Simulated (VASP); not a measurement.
Write the native input for VASP 6.6.1 that does the following.

```yaml
Task: single point
Functional: PBE
Potentials_or_basis: VASP PAW PBE potentials, release 64 (Al, Rh_pv)
Cutoff: 520 eV
k_mesh: 6 × 6 × 4
Occupations: gaussian, width 0.1 eV
Spin: no spin polarisation
Dipole_correction: no
Further_INCAR_settings: ALGO = Fast; EDIFF = 1e-07; NBANDS = 18
```

The structure of Al2Rh lies in POSCAR:

```
Al2Rh
1.0
    2.0653303100     -2.3455078500      0.0000000000
    2.0653303100      2.3455078500      0.0000000000
    0.0000000000      0.0000000000      4.5253497100
Al Rh
2 1
Direct
    0.0000000000      0.5000000000      0.0000000000
    0.5000000000      0.0000000000      0.0000000000
    0.5000000000      0.5000000000      0.5000000000
```

The cell was built from a structure type or drawn by symmetry, and may not be a known phase.

The input as run:

INCAR

```
SYSTEM = Al2Rh
PREC = Accurate
ENCUT = 520
EDIFF = 1E-7
ISMEAR = 0
SIGMA = 0.1
LREAL = .FALSE.
LASPH = .TRUE.
NELM = 60
ALGO = Fast
ISIF = 2
LWAVE = .FALSE.
LCHARG = .FALSE.
GGA = PE
NBANDS = 18
```

KPOINTS

```
regular mesh
0
G
  6 6 4
  0 0 0
```

Potentials or basis: VASP PAW PBE potentials, release 64 (Al, Rh_pv).

Run with:

```bash
$ cat potpaw_PBE.64/Al/POTCAR potpaw_PBE.64/Rh_pv/POTCAR > POTCAR
$ mpirun -np 1 vasp_std > vasp.out
```

It gave:

The pressure is 29.1 GPa. The band gap on the k mesh is zero (an odd number of electrons rules out a gap without spin polarisation).

Caveat: the cell stands under pressure.

Wall time 14 s on 1 thread of AMD EPYC 9R45 96-Core Processor (Zen 5), on a shared host, peak memory 0.14 GiB.
